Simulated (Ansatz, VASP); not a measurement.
# Two plane-wave programs on Mo

```xyz
1
Lattice="-1.5646 1.5646 1.5646 1.5646 -1.5646 1.5646 1.5646 1.5646 -1.5646" Properties=species:S:1:pos:R:3 pbc="T T T"
Mo    0.0000    0.0000    0.0000
```

Alike in both runs: functional PBEsol; k mesh 16 × 16 × 16; occupations gaussian, width 0.1 eV; no spin polarisation.

Ansatz relaxed the structure, and its values are those at the end. VASP's run is a single point on that final structure, the one shown.

|  | VASP | Ansatz |
| --- | --- | --- |
| version | VASP 6.6.1 | Ansatz 0.2.0 |
| potentials or method | VASP PAW PBE potentials, release 64 (Mo_sv), cutoff 520 eV | scalar-relativistic, plane waves, PAW |
| valence electrons in the cell | 14 | 14 |

VASP gave:

| Item | Value |
| --- | --- |
| gap on the k mesh at the Fermi level (eV) | none |
| pressure (GPa) | 0.5 |

Q: What did Ansatz give for the same quantities?

A: gap on the k mesh at the Fermi level (eV): none; pressure (GPa): 0.0.

VASP's potentials were made for PBE, not for PBEsol, and Ansatz warns of the same on its side. A gap of «none» marks a metal or a gap that the smearing closes. With one functional, cell and mesh, what is left measures potentials, basis and numerics.
